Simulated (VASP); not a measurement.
A run of VASP 6.6.1:

The input INCAR:

```
  ALGO = Fast
  EDIFF = 1E-6
  EDIFFG = -0.01
  ENCUT = 600
  GGA = PE
  IBRION = 2
  ISIF = 4
  ISMEAR = 0
  LASPH = True
  LCHARG = False
  LREAL = False
  LWAVE = False
  NELM = 100
  NSW = 50
  PREC = Accurate
  SIGMA = 0.1
```

Contents of KPOINTS:

```
k-points
0
Gamma
  8 8 8
```

The input POSCAR:

```
NaLi5
1.0
    4.6726206463      0.0000000000      0.0000000000
    0.0000000000      5.7178562700      2.3462562618
    0.0000000000     -5.7178562700      2.3462562618
Na Li
1 5
Direct
    0.0000000000      0.0833590875      0.0833590875
    0.0000000000      0.4104066031      0.7563122102
    0.0000000000      0.7563122102      0.4104066031
    0.5000000000      0.5832815343      0.5832815343
    0.5000000000      0.2610547217      0.9054323756
    0.5000000000      0.9054323756      0.2610547217
```

Potentials or basis: VASP PAW PBE potentials, release 64 (Na_pv, Li_sv).

The run is started by

```sh
$ cat potpaw_PBE.64/Na_pv/POTCAR potpaw_PBE.64/Li_sv/POTCAR > POTCAR
$ mpirun -np 1 vasp_std > vasp.out
```

Hardware: 1 thread of Intel Xeon 8259CL, with other jobs on the host.

How long does it take, and how much memory?

It took 37 min on 1 thread of Intel Xeon 8259CL, with other jobs on the host, peak memory 0.41 GiB. Counts: scf iterations 50, k points 105, ion steps 1.
